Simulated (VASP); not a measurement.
# LaCuIr4: single point with PBE

LaCuIr4:

```xyz
6
Lattice="0.0000 3.7655 3.7655 3.7655 0.0000 3.7655 3.7655 3.7655 0.0000" Properties=species:S:1:pos:R:3 pbc="T T T"
La    0.0000    0.0000    0.0000
Cu    5.6483    5.6483    5.6483
Ir    2.8272    4.7039    4.7039
Ir    2.8272    2.8272    2.8272
Ir    4.7039    2.8272    4.7039
Ir    4.7039    4.7039    2.8272
```

The cell was generated, and may not be a known phase.

| Property | Result |
| --- | --- |
| Program | VASP 6.6.1 |
| Task | single point |
| Functional | PBE |
| Potentials or basis | VASP PAW PBE potentials, release 64 (La, Cu, Ir) |
| Cutoff | 520 eV |
| k mesh | 4 × 4 × 4 |
| Occupations | gaussian, width 0.1 eV |
| Spin | no spin polarisation |
| Dipole correction | no |
| Further INCAR settings | ALGO = Fast; EDIFF = 1e-07; NBANDS = 38 |

```json
{
  "Pressure": "0.1 GPa",
  "Largest force": "0.028 eV/Å",
  "Band gap on the k mesh": "zero (bands 29 and 30 overlap by 1.27 eV)"
}
```

Forces on the atoms (eV/Å):
```
La   0.000  0.000  0.000
Cu   0.000  0.000  0.000
Ir  -0.016  0.016  0.016
Ir  -0.016 -0.016 -0.016
Ir   0.016 -0.016  0.016
Ir   0.016  0.016 -0.016
```

Levels at points of the mesh, in eV from the Fermi level:
```
           k point  band 26  band 27  band 28  band 29  band 30  band 31  band 32  band 33
(0.00, 0.00, 0.00)    -0.30    -0.30     0.99     1.01     1.01     1.01     2.22     3.91
(0.50, 0.00, 0.00)    -0.44    -0.41    -0.41    -0.01    -0.01     1.19     2.32     2.32
(0.50, 0.50, 0.00)    -1.08    -0.93    -0.26    -0.26    -0.26     0.08     0.46     3.84
```

Wall time 4.7 min on 1 thread of AMD EPYC 9755 128-Core Processor, on a shared host, peak memory 0.23 GiB.

Caveat: the k points lie up to 0.36 Å⁻¹ apart, too coarse for converged energies and pressures of a metal; spin-orbit coupling is left out, which moves the levels of the heavy elements.
